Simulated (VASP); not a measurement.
Wanted: the native input for a VASP 6.6.1 run.

```
Task                   : single point
Functional             : LDA
Potentials or basis    : VASP PAW LDA potentials, release 64 (P)
Cutoff                 : 520 eV
k mesh                 : 10 × 1 × 8
Occupations            : gaussian, width 0.05 eV
Spin                   : no spin polarisation
Dipole correction      : no
Further INCAR settings : ALGO = Normal; EDIFF = 1e-07; NBANDS = 18
```

The structure of P lies in POSCAR:

```
P
1.0
    3.0901060936      0.0000000000      0.0000000000
    0.0000000000     32.8017220214      0.0000000000
    0.0000000000      0.0000000000      5.2307503211
P
4
Direct
    0.0000000000      0.9702614300      0.5921507200
    0.0000000000      0.0297385700      0.4078492800
    0.5000000000      0.0297385700      0.0921507200
    0.5000000000      0.9702614300      0.9078492800
```

This cell differs from its parent crystal: ratio of the length along z to the lengths across it x 1.2, volume and fractional coordinates fixed.

One way to write it, as run:

INCAR

```
PREC = Accurate
ENCUT = 520
EDIFF = 1E-7
ISMEAR = 0
SIGMA = 0.05
LREAL = F
LASPH = T
NELM = 60
ALGO = Normal
ISIF = 2
LWAVE = F
LCHARG = F
GGA = CA
NBANDS = 18
```

KPOINTS

```
Automatic mesh
0
Gamma
  10 1 8
```

Potentials or basis: VASP PAW LDA potentials, release 64 (P).

Run with:

```sh
$ cat potpaw_LDA.64/P/POTCAR > POTCAR
$ mpirun -np 1 vasp_std > vasp.out
```

Results of the run:

The largest force is 1.671 eV/Å and the band gap on the k mesh is 0.63 eV, indirect (least direct gap 1.14 eV).

Wall time 8.9 min on 1 thread of Oxide Virtual Turin-like Processor (shared host), peak memory 0.46 GiB.
